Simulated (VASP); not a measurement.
# GaN (F-43m) in VASP: notebook

GaN is run at these levels: r2SCAN; tasks: single point.

Everything below comes from runs of VASP 6.6.1. Logs are shortened: lines on timing, memory, paths and dates and some standing lists are left out, and cuts for length are marked.

### Step 1. The cell of the first run

Symmetry: F-43m, No. 216, cubic system. Conventional cell: a = 4.468 Å, b = 4.468 Å, c = 4.468 Å, α = 90.00°, β = 90.00°, γ = 90.00°. Within 2.6 Å of Ga (site symmetry -43m) lie 4 N at 1.93 Å. N (site symmetry -43m) has 4 Ga at 1.93 Å within 2.6 Å.

### Step 2. Single point, r2SCAN

Contents of POSCAR:

```
GaN
1.0
    2.2342277387      2.2342277387      0.0000000000
   -2.2342277387      2.2342277387      0.0000000000
    0.0000000000      2.2342277387      2.2342277387
Ga N
1 1
Direct
    0.0000000000      0.0000000000      0.0000000000
    0.2500000000      0.7500000000      0.5000000000
```

Contents of INCAR.step1:

```
SYSTEM = GaN
ALGO     = Normal         ! electronic algorithm
EDIFF    = 1E-4           ! SCF threshold, eV
ENCUT    = 520            ! plane-wave cutoff, eV
GGA      = PE             ! functional
ISMEAR   = 0              ! smearing method
LASPH    = .True.         ! aspherical terms in the spheres
LCHARG   = .False.        ! write CHGCAR
LREAL    = .False.        ! projectors in reciprocal space
LWAVE    = .True.         ! write WAVECAR
NBANDS   = 16             ! bands
NELM     = 60             ! most SCF steps
PREC     = Accurate       ! precision mode
SIGMA    = 0.01           ! smearing width, eV
```

Contents of INCAR.step2:

```
SYSTEM = GaN
ALGO     = Normal         ! electronic algorithm
EDIFF    = 1E-7           ! SCF threshold, eV
ENCUT    = 520            ! plane-wave cutoff, eV
ISIF     = 2              ! what is computed and relaxed
ISMEAR   = 0              ! smearing method
ISTART   = 1            
LASPH    = .True.         ! aspherical terms in the spheres
LCHARG   = .True.         ! write CHGCAR
LELF     = .True.         ! ELF
LMIXTAU  = .True.       
LREAL    = .False.        ! projectors in reciprocal space
LVHAR    = .True.       
LWAVE    = .False.        ! write WAVECAR
METAGGA  = R2SCAN         ! meta-GGA
NBANDS   = 16             ! bands
NELM     = 60             ! most SCF steps
PREC     = Accurate       ! precision mode
SIGMA    = 0.01           ! smearing width, eV
```

Contents of KPOINTS:

```
k-points
0
Gamma
  10 10 10
  0 0 0
```

Potentials or basis: VASP PAW PBE potentials, release 64 (Ga_d, N).

Run with:

```console
$ cat potpaw_PBE.64/Ga_d/POTCAR potpaw_PBE.64/N/POTCAR > POTCAR
$ cp INCAR.step1 INCAR
$ mpirun -np 1 vasp_std > vasp.out
$ cp INCAR.step2 INCAR
$ mpirun -np 1 vasp_std > vasp.out
```

OUTCAR:

```text
SYSTEM = GaN
   EDIFF = 1E-7
   ENCUT = 520
   ISIF = 2
   ISMEAR = 0
   ISTART = 1
   LASPH = .True.
   LREAL = .False.
   METAGGA = R2SCAN
   NELM = 60
   PREC = Accurate

 ion  position               nearest neighbor table
   1  0.000  0.000  0.000-   2 1.93   2 1.93   2 1.93   2 1.93
   2  0.250  0.750  0.500-   1 1.93   1 1.93   1 1.93   1 1.93

  LATTYP: Found a face centered cubic cell.
 ALAT       =     4.4684554774

  Lattice vectors:

 A1 = (   0.0000000000,   2.2342277387,   2.2342277387)
 A2 = (   2.2342277387,   0.0000000000,   2.2342277387)
 A3 = (   2.2342277387,   2.2342277387,   0.0000000000)

Analysis of symmetry for initial positions (statically):
=====================================================================
 Subroutine PRICEL returns:
 Original cell was already a primitive cell.

 Routine SETGRP: Setting up the symmetry group for a
 face centered cubic supercell.

 Subroutine GETGRP returns: Found 24 space group operations
 (whereof 24 operations were pure point group operations)
 out of a pool of 48 trial point group operations.

The static configuration has the point symmetry T_d .

Analysis of symmetry for dynamics (positions and initial velocities):
=====================================================================
 Subroutine PRICEL returns:
 Original cell was already a primitive cell.

 Routine SETGRP: Setting up the symmetry group for a
 face centered cubic supercell.

 Subroutine GETGRP returns: Found 24 space group operations
 (whereof 24 operations were pure point group operations)
 out of a pool of 48 trial point group operations.

The dynamic configuration has the point symmetry T_d .

 Subroutine INISYM returns: Found 24 space group operations
 (whereof 24 operations are pure point group operations),
 and found     1 'primitive' translations

----------------------------------------------------------------------------------------

                                     Primitive cell

  volume of cell :      22.3055

  direct lattice vectors                    reciprocal lattice vectors
     2.234227739  2.234227739  0.000000000     0.223790973  0.223790973 -0.223790973
    -2.234227739  2.234227739  0.000000000    -0.223790973  0.223790973 -0.223790973
     0.000000000  2.234227739  2.234227739     0.000000000  0.000000000  0.447581946

  length of vectors
     3.159675169  3.159675169  3.159675169     0.387617336  0.387617336  0.447581946

  position of ions in fractional coordinates (direct lattice)
     0.000000000  0.000000000  0.000000000
     0.250000000  0.750000000  0.500000000

  ion indices of the primitive-cell ions
   primitive index   ion index
                 1           1
                 2           2

----------------------------------------------------------------------------------------

 KPOINTS: k-points

Automatic generation of k-mesh.
 Grid dimensions read from file:
 generate k-points for:   10   10   10

 Generating k-lattice:

  Cartesian coordinates                     Fractional coordinates (reciprocal lattice)
     0.022379097  0.022379097 -0.022379097     0.100000000  0.000000000  0.000000000
    -0.022379097  0.022379097 -0.022379097     0.000000000  0.100000000  0.000000000
     0.000000000  0.000000000  0.044758195     0.000000000  0.000000000  0.100000000

  Length of vectors
     0.038761734  0.038761734  0.044758195

  Shift w.r.t. Gamma in fractional coordinates (k-lattice)
     0.000000000  0.000000000  0.000000000

 Subroutine IBZKPT returns following result:
 ===========================================

 Found     47 irreducible k-points:

 Following reciprocal coordinates:
            Coordinates               Weight
  0.000000  0.000000  0.000000      1.000000
  0.100000  0.000000  0.000000      8.000000
  0.200000  0.000000  0.000000      8.000000
  0.300000  0.000000  0.000000      8.000000
  0.400000  0.000000  0.000000      8.000000
  0.500000  0.000000  0.000000      4.000000
[... 16 lines left out ...]
  0.300000  0.300000  0.000000     12.000000
  0.400000  0.300000  0.000000     24.000000
 [... further k-points ...]
   k-points           NKPTS =     47   k-points in BZ     NKDIM =     47   number of bands    NBANDS=     16
   number of dos      NEDOS =    301   number of ions     NIONS =      2
   total plane-waves  NPLWV =  13824
   dimension x,y,z NGX =    24 NGY =   24 NGZ =   24
   dimension x,y,z NGXF=    48 NGYF=   48 NGZF=   48
   ions per type =               1   1
   NGX,Y,Z   is equivalent  to a cutoff of  12.63, 12.63, 12.63 a.u.
   NGXF,Y,Z  is equivalent  to a cutoff of  25.26, 25.26, 25.26 a.u.
 SYSTEM =  GaN
   PREC   = accura    normal or accurate (medium, high low for compatibility)
   ISTART =      1    job   : 0-new  1-cont  2-samecut
   ICHARG =      0    charge: 1-file 2-atom 10-const
   ISPIN  =      1    spin polarized calculation?
   LNONCOLLINEAR =      F non collinear calculations
   LSORBIT =      F    spin-orbit coupling
   LASPH  =      T    aspherical Exc in radial PAW
   ENCUT  =  520.0 eV  38.22 Ry    6.18 a.u.   5.87  5.87  5.87*2*pi/ulx,y,z
   NELM   =     60;   NELMIN=  2; NELMDL=  0     # of ELM steps
   EDIFF  = 0.1E-06   stopping-criterion for ELM
   LREAL  =      F    real-space projection
   EDIFFG = 0.1E-05   stopping-criterion for IOM
   NSW    =      0    number of steps for IOM
   IBRION =     -1    ionic relax: 0-MD 1-quasi-New 2-CG
   NFREE  =      0    steps in history (QN), initial steepest desc. (CG)
   ISIF   =      2    stress and relaxation
   ISYM   =      2    0-nonsym 1-usesym 2-fastsym
   POTIM  = 0.5000    time-step for ionic-motion
   TEBEG  =    0.0;   TEEND  =   0.0 temperature during run
   PSTRESS=    0.0 pullay stress
   NELECT =      18.0000    total number of electrons
   NUPDOWN=      -1.0000    fix difference up-down
   EMIN   =  10.00;   EMAX   =-10.00  energy-range for DOS
   EFERMI =   0.00;   METHOD = LEGACY
   ISMEAR =     0;   SIGMA  =   0.01  broadening in eV -4-tet -1-fermi 0-gaus
   EFERMI_NEDOS =   21; number of points for ismear=-14 and -15
   IALGO  =     38    algorithm
   IMIX   =      4    mixing-type and parameters
     AMIX     =   0.40;   BMIX     =  1.00
     AMIX_MAG =   1.60;   BMIX_MAG =  1.00
  volume/ion in A,a.u.               =      11.15        75.26
  Fermi-wavevector in a.u.,A,eV,Ry     =   1.524152  2.880229 31.606861  2.323039
  Thomas-Fermi vector in A             =   2.632498
   LORBIT       =      0    0 simple, 1 ext, 2 COOP (PROOUT), +10 PAW based schemes
   METAGGA = R2SCAN    functional components
   LHFCALC =     F    Hartree Fock is set to
   AEXX    =    0.0000 exact exchange contribution
   IVDW    =     0    specifies the selected vdW correction
   LEPSILON=     F    determine dielectric tensor
   LRPA    =     F    only Hartree local field effects (RPA)
 non-spin polarized calculation
 Gauss-broadening in eV      SIGMA  =   0.01
  energy-cutoff  :      520.00
  volume of cell :       22.31
 maximum number of plane-waves:       620
   NGX = 11   NGY = 11   NGZ = 11

 number of electron      18.0000016 magnetization

 Free energy of the ion-electron system (eV)
  ---------------------------------------------------
  ext. energy  EPLUGINS =         0.00000000
  ---------------------------------------------------
  free energy    TOTEN  =       -21.88738663 eV

  energy without entropy =      -21.88738663  energy(sigma->0) =      -21.88738663

 E-fermi :   5.4357     XC(G=0): -12.7874

 val. band max:        5.3005387048   @ k =   0.0000   0.0000   0.0000
 cond. band min:       7.5916210238   @ k =   0.0000   0.0000   0.0000
 fundamental gap:      2.2910823189
 Fermi energy:         5.4356520386

 k-point     1 :       0.0000    0.0000    0.0000
  band No.  band energies     occupation
      1     -11.6559      2.00000
      2      -8.5525      2.00000
      3      -8.5524      2.00000
      4      -8.5524      2.00000
      5      -8.1727      2.00000
      6      -8.1727      2.00000
[... 8 lines left out ...]
     15      25.2339      0.00000
     16      25.2339      0.00000

 k-point     2 :       0.1000    0.0000    0.0000
  band No.  band energies     occupation
      1     -11.5395      2.00000
      2      -8.5371      2.00000
      3      -8.5371      2.00000
      4      -8.5134      2.00000
      5      -8.1741      2.00000
      6      -8.1740      2.00000
[... 8 lines left out ...]
     15      23.7955      0.00000
     16      23.9341      0.00000

 k-point     3 :       0.2000    0.0000    0.0000
  band No.  band energies     occupation
      1     -11.2396      2.00000
      2      -8.5012      2.00000
      3      -8.5011      2.00000
      4      -8.3547      2.00000
      5      -8.1729      2.00000
      6      -8.1728      2.00000
[... 8 lines left out ...]
     15      22.9987      0.00000
     16      22.9987      0.00000

 k-point     4 :       0.3000    0.0000    0.0000
  band No.  band energies     occupation
      1     -10.8983      2.00000
      2      -8.4677      2.00000
      3      -8.4677      2.00000
      4      -8.1590      2.00000
      5      -8.1590      2.00000
      6      -7.9772      2.00000
[... 8 lines left out ...]
     15      23.5838      0.00000
     16      23.5838      0.00000
[... 324 lines left out ...]
 k-point    22 :      -0.2000    0.2000    0.0000
  band No.  band energies     occupation
      1     -11.1086      2.00000
      2      -8.4442      2.00000
      3      -8.4442      2.00000
      4      -8.4019      2.00000
      5      -8.1684      2.00000
      6      -8.1433      2.00000
[... 8 lines left out ...]
     15      27.1779      0.00000
     16      28.0767      0.00000

 k-point    23 :       0.3000    0.3000    0.0000
  band No.  band energies     occupation
      1     -10.4666      2.00000
      2      -8.4239      2.00000
      3      -8.3329      2.00000
      4      -8.2048      2.00000
      5      -8.1695      2.00000
      6      -6.7848      2.00000
[... 8 lines left out ...]
     15      24.1455      0.00000
     16      29.2533      0.00000

 k-point    24 :       0.4000    0.3000    0.0000
  band No.  band energies     occupation
      1     -10.4152      2.00000
      2      -8.4135      2.00000
      3      -8.2965      2.00000
      4      -8.2357      2.00000
      5      -8.1380      2.00000
      6      -6.5600      2.00000
[... 8 lines left out ...]
     15      26.2762      0.00000
     16      29.4747      0.00000

 [... further k-points ...]

------------------------ aborting loop because EDIFF is reached ----------------------------------------

  FORCE on cell =-STRESS in cart. coord.  units (eV):
  Direction    XX          YY          ZZ          XY          YZ          ZX
  --------------------------------------------------------------------------------------
  -------------------------------------------------------------------------------------
  Total        0.7233618      0.7233618      0.7233618      0.0000000     -0.0000000      0.0000000
  in kB       51.9581673     51.9581673     51.9581673      0.0000000     -0.0000000      0.0000000
  external PRESSURE =      51.9581673 kB  Pullay stress =       0.0000000 kB

 VOLUME and BASIS-vectors are now :
 -----------------------------------------------------------------------------
  energy-cutoff  :      520.00
  volume of cell :       22.31
      direct lattice vectors                 reciprocal lattice vectors
     2.234227739  2.234227739  0.000000000     0.223790973  0.223790973 -0.223790973
    -2.234227739  2.234227739  0.000000000    -0.223790973  0.223790973 -0.223790973
     0.000000000  2.234227739  2.234227739     0.000000000  0.000000000  0.447581946

 POSITION                                       TOTAL-FORCE (eV/Angst)
 -----------------------------------------------------------------------------------
      0.00000      0.00000      0.00000        -0.000000     -0.000000      0.000000
     -1.11711      3.35134      1.11711         0.000000      0.000000     -0.000000
 -----------------------------------------------------------------------------------
    total drift:                                0.000032      0.000000     -0.000000

  FREE ENERGIE OF THE ION-ELECTRON SYSTEM (eV)
  ---------------------------------------------------
  free  energy   TOTEN  =       -21.8873866270 eV

  energy  without entropy=      -21.8873866270  energy(sigma->0) =      -21.88738663
```

Wall time 29 s (1 thread of Intel Xeon 6975P-C (Granite Rapids), shared host); peak memory 0.15 GiB.

What came out:

| Item | Value |
| --- | --- |
| Free energy | -21.8874 eV |
| Pressure | 5.2 GPa |
| Band gap on the k mesh | 2.29 eV |

Caveat: the cell stands under pressure; the PAW data sets were made with another functional, which shifts forces and pressure a little.

### Step 3. Single point, r2SCAN

This run uses another cell than the first one, of 11.00 Å³/atom.

Contents of POSCAR:

```
GaN
1.0
    2.2242535024      2.2242535024      0.0000000000
   -2.2242535024      2.2242535024      0.0000000000
    0.0000000000      2.2242535024      2.2242535024
Ga N
1 1
Direct
    0.0000000000      0.0000000000      0.0000000000
    0.2500000000      0.7500000000      0.5000000000
```

Contents of INCAR.step1:

```
  ALGO = Normal
  EDIFF = 1E-4
  ENCUT = 520
  GGA = PE
  ISMEAR = 0
  LASPH = T
  LCHARG = F
  LREAL = F
  LWAVE = T
  NBANDS = 16
  NELM = 60
  PREC = Accurate
  SIGMA = 0.01
```

Contents of INCAR.step2:

```
  ALGO = Normal
  EDIFF = 1E-6
  ENCUT = 520
  ISIF = 2
  ISMEAR = 0
  ISTART = 1
  LASPH = T
  LCHARG = F
  LMIXTAU = T
  LREAL = F
  LWAVE = F
  METAGGA = R2SCAN
  NBANDS = 16
  NELM = 60
  PREC = Accurate
  SIGMA = 0.01
```

Contents of KPOINTS:

```
k-points
0
Gamma
  10 10 10
```

Potentials or basis: VASP PAW PBE potentials, release 64 (Ga_d, N).

Run with:

```console
$ cat potpaw_PBE.64/Ga_d/POTCAR potpaw_PBE.64/N/POTCAR > POTCAR
$ cp INCAR.step1 INCAR
$ mpirun -np 1 vasp_std > vasp.out
$ cp INCAR.step2 INCAR
$ mpirun -np 1 vasp_std > vasp.out
```

OUTCAR:

```text
EDIFF = 1E-6
   ENCUT = 520
   ISIF = 2
   ISMEAR = 0
   ISTART = 1
   LASPH = T
   LREAL = F
   METAGGA = R2SCAN
   NELM = 60
   PREC = Accurate

 ion  position               nearest neighbor table
   1  0.000  0.000  0.000-   2 1.93   2 1.93   2 1.93   2 1.93
   2  0.250  0.750  0.500-   1 1.93   1 1.93   1 1.93   1 1.93

  LATTYP: Found a face centered cubic cell.
 ALAT       =     4.4485070048

  Lattice vectors:

 A1 = (   0.0000000000,   2.2242535024,   2.2242535024)
 A2 = (   2.2242535024,   0.0000000000,   2.2242535024)
 A3 = (   2.2242535024,   2.2242535024,   0.0000000000)

Analysis of symmetry for initial positions (statically):
=====================================================================
 Subroutine PRICEL returns:
 Original cell was already a primitive cell.

 Routine SETGRP: Setting up the symmetry group for a
 face centered cubic supercell.

 Subroutine GETGRP returns: Found 24 space group operations
 (whereof 24 operations were pure point group operations)
 out of a pool of 48 trial point group operations.

The static configuration has the point symmetry T_d .

Analysis of symmetry for dynamics (positions and initial velocities):
[... 160 lines left out ...]

 val. band max:        5.4519005165   @ k =   0.0000   0.0000   0.0000
 cond. band min:       7.8324684390   @ k =   0.0000   0.0000   0.0000
 fundamental gap:      2.3805679225
 Fermi energy:         5.5632431173

 k-point     1 :       0.0000    0.0000    0.0000
  band No.  band energies     occupation
      1     -11.6252      2.00000
      2      -8.4154      2.00000
      3      -8.4154      2.00000
      4      -8.4154      2.00000
      5      -8.0196      2.00000
      6      -8.0196      2.00000
[... 433 lines left out ...]
      3      -8.1491      2.00000
      4      -8.0859      2.00000
      5      -7.9838      2.00000
      6      -6.3961      2.00000
[... 8 lines left out ...]
     15      26.5781      0.00000
     16      29.8371      0.00000

 [... further k-points ...]

------------------------ aborting loop because EDIFF is reached ----------------------------------------

  FORCE on cell =-STRESS in cart. coord.  units (eV):
  Direction    XX          YY          ZZ          XY          YZ          ZX
  --------------------------------------------------------------------------------------
  -------------------------------------------------------------------------------------
  Total        1.1252924      1.1252924      1.1252924      0.0000000     -0.0000000      0.0000000
  in kB       81.9206018     81.9206018     81.9206018      0.0000000     -0.0000000      0.0000000
  external PRESSURE =      81.9206018 kB  Pullay stress =       0.0000000 kB

 VOLUME and BASIS-vectors are now :
 -----------------------------------------------------------------------------
  energy-cutoff  :      520.00
  volume of cell :       22.01
      direct lattice vectors                 reciprocal lattice vectors
     2.224253502  2.224253502  0.000000000     0.224794521  0.224794521 -0.224794521
    -2.224253502  2.224253502  0.000000000    -0.224794521  0.224794521 -0.224794521
     0.000000000  2.224253502  2.224253502     0.000000000  0.000000000  0.449589041

 POSITION                                       TOTAL-FORCE (eV/Angst)
 -----------------------------------------------------------------------------------
      0.00000      0.00000      0.00000         0.000000     -0.000000      0.000000
     -1.11213      3.33638      1.11213        -0.000000      0.000000     -0.000000
 -----------------------------------------------------------------------------------
    total drift:                                0.000030      0.000000     -0.000000

  FREE ENERGIE OF THE ION-ELECTRON SYSTEM (eV)
  ---------------------------------------------------
  free  energy   TOTEN  =       -21.8747461951 eV

  energy  without entropy=      -21.8747461951  energy(sigma->0) =      -21.87474620
```

It took 23 s on 1 thread of Intel Xeon 6975P-C (Granite Rapids), shared host; peak memory 0.15 GiB.

Results:

```
Free energy            : -21.8747 eV
Pressure               : 8.2 GPa
Band gap on the k mesh : 2.38 eV
```

Levels at points of the mesh, in eV from the valence-band top:
```
           k point  band 7  band 8  band 9  band 10  band 11  band 12
(0.00, 0.00, 0.00)    0.00    0.00    0.00     2.38    11.26    11.26
(0.50, 0.00, 0.00)   -7.42   -1.05   -1.05     5.44     9.65    11.21
(0.50, 0.50, 0.00)   -6.39   -2.93   -2.93     3.78     7.48    12.89
```

Caveat: the cell stands under pressure; the PAW data sets were made with another functional, which shifts forces and pressure a little.
